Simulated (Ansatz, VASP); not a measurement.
## Si2W: VASP beside Ansatz

```
Si W
1.0
     4.59277    0.00000    0.00000
    -2.29638    3.97745    0.00000
     0.00000    0.00000    6.44963
Si W
6 3
Direct
  0.81498 0.62995 0.50000
  0.18502 0.81498 0.83333
  0.62995 0.81498 0.16667
  0.18502 0.37005 0.50000
  0.81498 0.18502 0.83333
  0.37005 0.18502 0.16667
  0.00000 0.50000 0.16667
  0.50000 0.50000 0.83333
  0.50000 0.00000 0.50000
```

Alike in both runs: task single point; functional LDA; k mesh 9 × 9 × 6; occupations gaussian, width 0.03 eV; no spin polarisation.

|  | VASP | Ansatz |
| --- | --- | --- |
| version | VASP 6.6.1 | Ansatz 0.2.0 |
| potentials or method | VASP PAW LDA potentials, release 64 (Si, W_sv), cutoff 520 eV | scalar-relativistic, plane waves, PAW |
| valence electrons in the cell | 66 | 66 |

|  | VASP | Ansatz | Ansatz less VASP |
| --- | --- | --- | --- |
| gap on the k mesh at the Fermi level (eV) | 0.38 | 0.38 | +0.006 |
| least direct gap on the mesh (eV) | 0.59 | 0.60 | +0.001 |
| pressure (GPa) | 6.6 | 5.8 | -0.73 |
| traceless stress, the component that is largest in VASP (GPa) | 5.18 | 5.07 | -0.107 |
| rms of the force components (eV/Å) | 1.190 | 1.183 | -0.0071 |

Ansatz warns that its potentials were made for another functional, while VASP's fit it. LDA's correlation is that of Perdew and Zunger in VASP and of Perdew and Wang (1992) in Ansatz. Atom by atom the forces differ by 0.007 eV/Å (rms over components).

Neither program's run includes spin-orbit coupling.
